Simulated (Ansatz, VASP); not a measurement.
# Sb in VASP and in Ansatz

File POSCAR:

```
Sb
1.0
    0.1733647600      2.3885337500      2.4958692300
    2.4173055400      0.0646925500      2.6045414300
    2.3204533900      2.4003538000      0.1615447000
Sb
1
Direct
    0.0000000000      0.0000000000      0.0000000000
```

INCAR.step1

```
ALGO = Normal ; EDIFF = 1E-5
ENCUT = 520 ; GGA = PE
ISIF = 2 ; ISMEAR = -1
LASPH = True ; LREAL = False
LWAVE = True ; NBANDS = 8
NELM = 80 ; PREC = Accurate
SIGMA = 0.05
```

File INCAR.step2:

```
AEXX = 0.25 ; ALGO = Normal
EDIFF = 1E-7 ; ENCUT = 520
GGA = PE ; ISIF = 2
ISMEAR = -1 ; ISTART = 1
LASPH = True ; LCHARG = True
LELF = True ; LHFCALC = True
LREAL = False ; LVHAR = True
LWAVE = False ; NBANDS = 8
NELM = 80 ; PREC = Accurate
PRECFOCK = Normal ; SIGMA = 0.05
```

KPOINTS

```
k-points
0
Gamma
  5 5 5
```

The input input:

```
crystal:
  lattice:
    - [0.17336476, 2.38853375, 2.49586923]
    - [2.41730554, 0.06469255, 2.60454143]
    - [2.32045339, 2.4003538, 0.1615447]
  atoms:
    - { symbol: Sb, position: [0.0, 0.0, 0.0] }
hamiltonian:
  xc: pbe0
  pseudopotentials: { kind: paw }
kpoints:
  mp_grid: { grid: [5, 5, 5] }
scf:
  occupations: { method: fermi_dirac, width: 0.05 }
output:
  forces: true
  stress: true
  eigenvalues: true
```

Change from the starting cell: cell sheared at random, sigma 0.03, atoms nudged by 0.01 Å.

Alike in both runs: task single point; functional PBE0; k mesh 5 × 5 × 5; occupations fermi-dirac, width 0.05 eV; no spin polarisation.

```csv
,VASP,Ansatz
version,VASP 6.6.1,Ansatz 0.2.0
potentials or method,"VASP PAW PBE potentials, release 64 (Sb)",Ansatz PAW
plane-wave cutoff (eV),520,420
valence electrons in the cell,5,15
```

VASP gave:

```
gap on the k mesh at the Fermi level (eV)                     : none
pressure (GPa)                                                : -1.1
traceless stress, the component that is largest in VASP (GPa) : -1.74
```

What did Ansatz give for the same quantities?

gap on the k mesh at the Fermi level (eV): none; pressure (GPa): 0.2; traceless stress, the component that is largest in VASP (GPa): -1.81.

A gap of «none» marks a metal or a gap that the smearing closes. VASP's potentials hold 5 valence electrons a cell and Ansatz's 15, so a difference there can come from the potentials and not from the codes.

The k mesh is coarse, so the values compare programs but aren't converged. Spin-orbit coupling is off throughout.
